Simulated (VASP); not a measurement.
Write the native input for VASP 6.6.1 that does the following.

| Property | Result |
| --- | --- |
| Task | single point |
| Functional | PBEsol |
| Potentials or basis | VASP PAW PBE potentials, release 64 (Na_pv) |
| Cutoff | 520 eV |
| k mesh | 7 × 7 × 7 |
| Occupations | gaussian, width 0.1 eV |
| Spin | no spin polarisation |
| Dipole correction | no |
| Further INCAR settings | ALGO = Normal; EDIFF = 1e-06; NBANDS = 10 |

The structure of Na lies in POSCAR:

```
Na
1.0
   -2.0842741460      2.0842741460      2.0842741460
    2.0842741460     -2.0842741460      2.0842741460
    2.0842741460      2.0842741460     -2.0842741460
Na
1
Direct
    0.0000000000      0.0000000000      0.0000000000
```

These files were run (other wordings do the same):

INCAR

```
ALGO = Normal
EDIFF = 1E-6
ENCUT = 520
GGA = PS
ISIF = 2
ISMEAR = 0
LASPH = True
LCHARG = True
LELF = True
LREAL = False
LVHAR = True
LWAVE = False
NBANDS = 10
NELM = 80
PREC = Accurate
SIGMA = 0.1
```

KPOINTS

```
k-points
0
Gamma
  7 7 7
```

Potentials or basis: VASP PAW PBE potentials, release 64 (Na_pv).

Command:

```sh
$ cat potpaw_PBE.64/Na_pv/POTCAR > POTCAR
$ mpirun -np 1 vasp_std > vasp.out
```

It gave:

```yaml
Pressure: 0.0 GPa
```

Caveat: the PAW data sets were made with another functional, which shifts forces and pressure a little.

It took 2.8 s on 1 thread of Intel(R) Xeon(R) 6975P-C (Granite Rapids), on a shared host, peak memory 0.14 GiB.
